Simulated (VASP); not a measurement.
The system is NaH.

```xyz
2
Lattice="2.4400 2.4400 0.0000 -2.4400 2.4400 0.0000 0.0000 2.4400 2.4400" Properties=species:S:1:pos:R:3 pbc="T T T"
Na    0.0000    0.0000    0.0000
H     0.0000    2.4400    0.0000
```

- Program: VASP 6.6.1
- Task: relaxation of cell and atoms
- Functional: PBEsol
- Potentials or basis: VASP PAW PBE potentials, release 64 (Na_pv, H)
- Cutoff: 600 eV
- k mesh: 12 × 12 × 12
- Occupations: fermi-dirac, width 0.08 eV
- Spin: no spin polarisation

At the start: pressure -1.2 GPa; volume 14.53 Å³/atom.

How do energy, volume and symmetry change on relaxing?

Over 4 steps the energy falls by 2.9 meV/atom and the volume is 13.76 Å³/atom (-5.3 %); space group Fm-3m (No. 225, to 0.1 Å) before and after.

The path:
```
step  energy change (eV)  largest force (eV/Å)  pressure (GPa)  volume (Å³)
   1              0.0000                0.0000           -1.17        29.05
   2             -0.0028                0.0000           -0.86        28.61
   3             -0.0057                0.0000           -0.16        27.71
   4             -0.0058                0.0000            0.01        27.51
```

Final structure:
```yaml
crystal:
  lattice:
    - [2.39602, 2.39602, 0.00000]
    - [-2.39602, 2.39602, 0.00000]
    - [0.00000, 2.39602, 2.39602]
  atoms:
    - { symbol: Na, position: [0.00000, 0.00000, 0.00000] }
    - { symbol: H, position: [0.50000, 0.50000, 0.00000] }
```

Caveat: the PAW data sets were made with another functional, which shifts forces and pressure a little.
